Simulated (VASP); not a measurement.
## MnS: single point with LDA

The system is MnS.

```
CELL_PARAMETERS angstrom
4.03112 0.00000 0.00000
-2.01556 3.49105 0.00000
0.00000 0.00000 6.46692
ATOMIC_POSITIONS crystal
Mn 0.66667 0.33333 0.49884
Mn 0.33333 0.66667 0.99884
S 0.33333 0.66667 0.62615
S 0.66667 0.33333 0.12615
```

```json
{"Program": "VASP 6.6.1", "Task": "single point", "Functional": "LDA", "Potentials or basis": "VASP PAW LDA potentials, release 64 (Mn_sv, S)", "Cutoff": "680 eV", "k mesh": "8 × 8 × 4", "Occupations": "fermi-dirac, width 0.05 eV", "Spin": "collinear spin, ferromagnetic start", "Starting moments": "[4.0, 4.0, 0.0, 0.0] μB", "Dipole correction": "no", "Further INCAR settings": "ALGO = Normal; EDIFF = 1e-06; NBANDS = 33"}
```

The pressure is -6.7 GPa, the largest force is 0.196 eV/Å and the net moment is 9.79 μB per cell. The site moments are Mn +4.05; S +0.10 μB. The valence electrons inside the program's atomic spheres are Mn 12.80; S 3.72.

Forces on the atoms (eV/Å):
```
Mn   0.000  0.000  0.196
Mn   0.000  0.000  0.196
S    0.000  0.000 -0.196
S    0.000  0.000 -0.196
```

Stress tensor (GPa, compression positive):
```
-7.28  0.00  0.00
 0.00 -7.28  0.00
 0.00  0.00 -5.60
```

Levels at points of the mesh, in eV from the Fermi level:
Spin up:
```csv
k point,band 24,band 25,band 26,band 27,band 28,band 29
"(0.00, 0.00, 0.00)",0.25,0.31,0.31,0.92,2.61,5.70
"(0.50, 0.00, 0.00)",-2.03,-1.02,-0.61,3.45,3.52,4.35
"(0.00, 0.00, 0.50)",-0.23,-0.23,-0.23,2.51,2.51,5.64
"(0.50, 0.00, 0.50)",-1.30,-1.18,-1.18,3.01,3.01,5.06
```
Spin down:
```
           k point  band 12  band 13  band 14  band 15  band 16  band 17  band 18  band 19  band 20  band 21
(0.00, 0.00, 0.00)    -3.09    -3.07    -3.07    -3.05    -3.05     0.40     0.40     0.70     0.84     0.84
(0.50, 0.00, 0.00)    -4.37    -3.82    -3.25    -3.15    -3.02     0.03     0.19     0.62     0.76     0.82
(0.00, 0.00, 0.50)    -4.18    -3.07    -3.07    -3.07    -3.07     0.68     0.68     0.68     0.68     1.61
(0.50, 0.00, 0.50)    -4.92    -3.18    -3.18    -3.09    -3.09     0.47     0.47     0.75     0.75     0.85
```

Run time: 3.7 min on 1 thread of AMD EPYC 7R13 Processor (Zen 3), on a shared host, peak memory 0.3 GiB.

Caveat: the cell stands under tension; semilocal functionals often make such compounds metallic where correlation or magnetic order opens a gap, which also shifts bond lengths; the run started ferromagnetic, and an antiferromagnetic order may lie lower in energy. With open d or f shells a metallic result of LDA can be an artefact of self-interaction; +U or a hybrid may open a gap.
